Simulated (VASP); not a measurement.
# Ti (R-3m) in VASP: single point with PBE

Aim: the single point of Ti with PBE.

Program: VASP 6.6.1. These are calculated values, not measurements. Logs are shortened: lines on timing, memory, paths and dates and some standing lists are left out, and cuts for length are marked.

**1. The cell of the first run**

The structure is trigonal, space group R-3m (No. 166). Conventional cell: a = 2.735 Å, b = 2.735 Å, c = 7.965 Å, α = 90.00°, β = 90.00°, γ = 120.00°. Within 3.6 Å of Ti (site symmetry -3m) lie 12 Ti at 2.73 to 3.09 Å.

**2. Single point, PBE (strained)**

Contents of INCAR:

```
  ALGO = Fast
  EDIFF = 1E-6
  ENCUT = 520
  GGA = PE
  ISIF = 2
  ISMEAR = 0
  LASPH = T
  LCHARG = T
  LELF = T
  LREAL = F
  LVHAR = T
  LWAVE = F
  NBANDS = 12
  NELM = 60
  PREC = Accurate
  SIGMA = 0.1
```

Contents of KPOINTS:

```
k-points
0
Gamma
  18 18 18
```

Contents of POSCAR:

```
Ti
1.0
    0.2436000000      2.1773780000      2.1773780000
    2.1773780000      0.2436000000      2.1773780000
    2.1773780000      2.1773780000      0.2436000000
Ti
1
Direct
    0.0000000000      0.0000000000      0.0000000000
```

Potentials or basis: VASP PAW PBE potentials, release 64 (Ti_sv).

On the command line:

```
> cat potpaw_PBE.64/Ti_sv/POTCAR > POTCAR
> mpirun -np 1 vasp_std > vasp.out
```

OUTCAR:

```text
EDIFF = 1E-6
   ENCUT = 520
   GGA = PE
   ISIF = 2
   ISMEAR = 0
   LASPH = T
   LREAL = F
   NELM = 60
   PREC = Accurate

 ion  position               nearest neighbor table
   1  0.000  0.000  0.000-

  LATTYP: Found a trigonal (rhomboedric) cell.
 ALAT       =     3.0888980025
 COS(alpha) =     0.6080721776

  Lattice vectors:

 A1 = (   0.2436000000,   2.1773780000,   2.1773780000)
 A2 = (   2.1773780000,   0.2436000000,   2.1773780000)
 A3 = (   2.1773780000,   2.1773780000,   0.2436000000)

Analysis of symmetry for initial positions (statically):
=====================================================================
 Subroutine PRICEL returns:
 Original cell was already a primitive cell.

 Routine SETGRP: Setting up the symmetry group for a
 trigonal (rhombohedral) supercell.

 Subroutine GETGRP returns: Found 12 space group operations
 (whereof 12 operations were pure point group operations)
 out of a pool of 12 trial point group operations.

The static configuration has the point symmetry D_3d.

Analysis of symmetry for dynamics (positions and initial velocities):
=====================================================================
 Subroutine PRICEL returns:
 Original cell was already a primitive cell.

 Routine SETGRP: Setting up the symmetry group for a
 trigonal (rhombohedral) supercell.

 Subroutine GETGRP returns: Found 12 space group operations
 (whereof 12 operations were pure point group operations)
 out of a pool of 12 trial point group operations.

The dynamic configuration has the point symmetry D_3d.

 Subroutine INISYM returns: Found 12 space group operations
 (whereof 12 operations are pure point group operations),
 and found     1 'primitive' translations

----------------------------------------------------------------------------------------

                                     Primitive cell

  volume of cell :      17.1955

  direct lattice vectors                    reciprocal lattice vectors
     0.243600000  2.177378000  2.177378000    -0.272258619  0.244863822  0.244863822
     2.177378000  0.243600000  2.177378000     0.244863822 -0.272258619  0.244863822
     2.177378000  2.177378000  0.243600000     0.244863822  0.244863822 -0.272258619

  length of vectors
     3.088898002  3.088898002  3.088898002     0.440501236  0.440501236  0.440501236

  position of ions in fractional coordinates (direct lattice)
     0.000000000  0.000000000  0.000000000

  ion indices of the primitive-cell ions
   primitive index   ion index
                 1           1

----------------------------------------------------------------------------------------

 KPOINTS: k-points

Automatic generation of k-mesh.
 Grid dimensions read from file:
 generate k-points for:   18   18   18

 Generating k-lattice:

  Cartesian coordinates                     Fractional coordinates (reciprocal lattice)
    -0.015125479  0.013603546  0.013603546     0.055555556  0.000000000  0.000000000
     0.013603546 -0.015125479  0.013603546     0.000000000  0.055555556  0.000000000
     0.013603546  0.013603546 -0.015125479     0.000000000  0.000000000  0.055555556

  Length of vectors
     0.024472291  0.024472291  0.024472291

  Shift w.r.t. Gamma in fractional coordinates (k-lattice)
     0.000000000  0.000000000  0.000000000

 Subroutine IBZKPT returns following result:
 ===========================================

 Found    580 irreducible k-points:

 Following reciprocal coordinates:
            Coordinates               Weight
  0.000000  0.000000  0.000000      1.000000
  0.055556  0.000000  0.000000      6.000000
  0.111111  0.000000  0.000000      6.000000
  0.166667  0.000000  0.000000      6.000000
  0.222222 -0.000000 -0.000000      6.000000
  0.277778 -0.000000 -0.000000      6.000000
[... 16 lines left out ...]
 -0.277778  0.055556  0.000000     12.000000
 -0.222222  0.055556  0.000000     12.000000
 [... further k-points ...]
   k-points           NKPTS =    580   k-points in BZ     NKDIM =    580   number of bands    NBANDS=     12
   number of dos      NEDOS =    301   number of ions     NIONS =      1
   total plane-waves  NPLWV =  13824
   dimension x,y,z NGX =    24 NGY =   24 NGZ =   24
   dimension x,y,z NGXF=    48 NGYF=   48 NGZF=   48
   ions per type =               1
   NGX,Y,Z   is equivalent  to a cutoff of  12.92, 12.92, 12.92 a.u.
   NGXF,Y,Z  is equivalent  to a cutoff of  25.83, 25.83, 25.83 a.u.
 SYSTEM =  unknown system
   PREC   = accura    normal or accurate (medium, high low for compatibility)
   ISTART =      0    job   : 0-new  1-cont  2-samecut
   ICHARG =      2    charge: 1-file 2-atom 10-const
   ISPIN  =      1    spin polarized calculation?
   LNONCOLLINEAR =      F non collinear calculations
   LSORBIT =      F    spin-orbit coupling
   LASPH  =      T    aspherical Exc in radial PAW
   ENCUT  =  520.0 eV  38.22 Ry    6.18 a.u.   5.74  5.74  5.74*2*pi/ulx,y,z
   NELM   =     60;   NELMIN=  2; NELMDL= -5     # of ELM steps
   EDIFF  = 0.1E-05   stopping-criterion for ELM
   LREAL  =      F    real-space projection
   EDIFFG = 0.1E-04   stopping-criterion for IOM
   NSW    =      0    number of steps for IOM
   IBRION =     -1    ionic relax: 0-MD 1-quasi-New 2-CG
   NFREE  =      0    steps in history (QN), initial steepest desc. (CG)
   ISIF   =      2    stress and relaxation
   ISYM   =      2    0-nonsym 1-usesym 2-fastsym
   POTIM  = 0.5000    time-step for ionic-motion
   TEBEG  =    0.0;   TEEND  =   0.0 temperature during run
   PSTRESS=    0.0 pullay stress
   NELECT =      12.0000    total number of electrons
   NUPDOWN=      -1.0000    fix difference up-down
   EMIN   =  10.00;   EMAX   =-10.00  energy-range for DOS
   EFERMI =   0.00;   METHOD = LEGACY
   ISMEAR =     0;   SIGMA  =   0.10  broadening in eV -4-tet -1-fermi 0-gaus
   EFERMI_NEDOS =   21; number of points for ismear=-14 and -15
   IALGO  =     68    algorithm
   IMIX   =      4    mixing-type and parameters
     AMIX     =   0.40;   BMIX     =  1.00
     AMIX_MAG =   1.60;   BMIX_MAG =  1.00
  volume/ion in A,a.u.               =      17.20       116.04
  Fermi-wavevector in a.u.,A,eV,Ry     =   1.452100  2.744072 28.689184  2.108596
  Thomas-Fermi vector in A             =   2.569521
   LORBIT       =      0    0 simple, 1 ext, 2 COOP (PROOUT), +10 PAW based schemes
   GGA     = PE    functional components
   LHFCALC =     F    Hartree Fock is set to
   AEXX    =    0.0000 exact exchange contribution
   IVDW    =     0    specifies the selected vdW correction
   LEPSILON=     F    determine dielectric tensor
   LRPA    =     F    only Hartree local field effects (RPA)
 non-spin polarized calculation
 RMM-DIIS sequential band-by-band and
 Gauss-broadening in eV      SIGMA  =   0.10
  energy-cutoff  :      520.00
  volume of cell :       17.20
 maximum number of plane-waves:       477
   NGX = 11   NGY = 11   NGZ = 11

 number of electron      11.9999999 magnetization

 Free energy of the ion-electron system (eV)
  ---------------------------------------------------
  ext. energy  EPLUGINS =         0.00000000
  ---------------------------------------------------
  free energy    TOTEN  =        -7.67411700 eV

  energy without entropy =       -7.66607955  energy(sigma->0) =       -7.67009827

 E-fermi :   8.3341     XC(G=0): -11.5114

 val. band max:        8.3293204886   @ k =  -0.1667   0.1111   0.0556
 cond. band min:       8.3342401579   @ k =  -0.3333   0.1111   0.0556
 fundamental gap:      0.0049196693
 Fermi energy:         8.3340946704

 k-point     1 :       0.0000    0.0000    0.0000
  band No.  band energies     occupation
      1     -48.2949      2.00000
      2     -24.2900      2.00000
      3     -24.0082      2.00000
      4     -24.0082      2.00000
      5       2.2461      2.00000
      6       8.1188      1.99767
      7       9.5620      0.00000
      8       9.5620      0.00000
      9      11.2179      0.00000
     10      11.2179      0.00000
     11      22.2701      0.00000
     12      26.4751      0.00000

 k-point     2 :       0.0556    0.0000    0.0000
  band No.  band energies     occupation
      1     -48.2894      2.00000
      2     -24.2904      2.00000
      3     -24.0371      2.00000
      4     -24.0138      2.00000
      5       2.3572      2.00000
      6       8.1702      1.97954
      7       9.4833      0.00000
      8       9.6322      0.00000
      9      11.1430      0.00000
     10      11.1826      0.00000
     11      22.4205      0.00000
     12      26.4861      0.00000

 k-point     3 :       0.1111    0.0000    0.0000
  band No.  band energies     occupation
      1     -48.2737      2.00000
      2     -24.2920      2.00000
      3     -24.1195      2.00000
      4     -24.0300      2.00000
      5       2.6821      2.00000
      6       8.3130      1.23461
      7       9.2687      0.00000
      8       9.8351      0.00000
      9      10.9492      0.00000
     10      11.0858      0.00000
     11      22.8131      0.00000
     12      26.1166      0.00000
[... 286 lines left out ...]
 k-point    23 :      -0.2778    0.0556    0.0000
  band No.  band energies     occupation
      1     -48.1713      2.00000
      2     -24.6407      2.00000
      3     -24.2780      2.00000
      4     -24.1473      2.00000
      5       4.8940      2.00000
      6       8.3226      1.12896
      7       8.8082      0.00000
      8      10.2385      0.00000
      9      10.5473      0.00000
     10      11.6819      0.00000
     11      20.9181      0.00000
     12      23.8134      0.00000

 k-point    24 :      -0.2222    0.0556    0.0000
  band No.  band energies     occupation
      1     -48.2024      2.00000
      2     -24.4882      2.00000
      3     -24.2773      2.00000
      4     -24.1138      2.00000
      5       4.1974      2.00000
      6       8.4732      0.04911
      7       8.8546      0.00000
      8      10.3129      0.00000
      9      10.4182      0.00000
     10      11.2322      0.00000
     11      22.5195      0.00000
     12      24.1096      0.00000

 [... further k-points ...]
[... 5 lines left out ...]
  --------------------------------------------------------------------------------------
  -------------------------------------------------------------------------------------
  Total        0.0816574      0.0816574      0.0816574     -0.4840835     -0.4840835     -0.4840835
  in kB        7.6083491      7.6083491      7.6083491    -45.1039978    -45.1039978    -45.1039978
  external PRESSURE =       7.6083491 kB  Pullay stress =       0.0000000 kB

 VOLUME and BASIS-vectors are now :
 -----------------------------------------------------------------------------
  energy-cutoff  :      520.00
  volume of cell :       17.20
      direct lattice vectors                 reciprocal lattice vectors
     0.243600000  2.177378000  2.177378000    -0.272258619  0.244863822  0.244863822
     2.177378000  0.243600000  2.177378000     0.244863822 -0.272258619  0.244863822
     2.177378000  2.177378000  0.243600000     0.244863822  0.244863822 -0.272258619

 POSITION                                       TOTAL-FORCE (eV/Angst)
 -----------------------------------------------------------------------------------
      0.00000      0.00000      0.00000         0.000000     -0.000000     -0.000000
 -----------------------------------------------------------------------------------
    total drift:                               -0.000000      0.000000     -0.000000

  FREE ENERGIE OF THE ION-ELECTRON SYSTEM (eV)
  ---------------------------------------------------
  free  energy   TOTEN  =        -7.6741170010 eV

  energy  without entropy=       -7.6660795481  energy(sigma->0) =       -7.67009827
```

It took 4 min on 1 thread of Intel Xeon 8259CL, shared host; peak memory 0.24 GiB.

Results:

* Free energy: -7.6741 eV
* Pressure: 0.8 GPa
* Band gap on the k mesh: zero (bands 6 and 7 overlap by 0.66 eV)

Stress tensor (GPa, compression positive):
```
 0.76 -4.51 -4.51
-4.51  0.76 -4.51
-4.51 -4.51  0.76
```

Caveat: the cell differs from its parent crystal (strained).
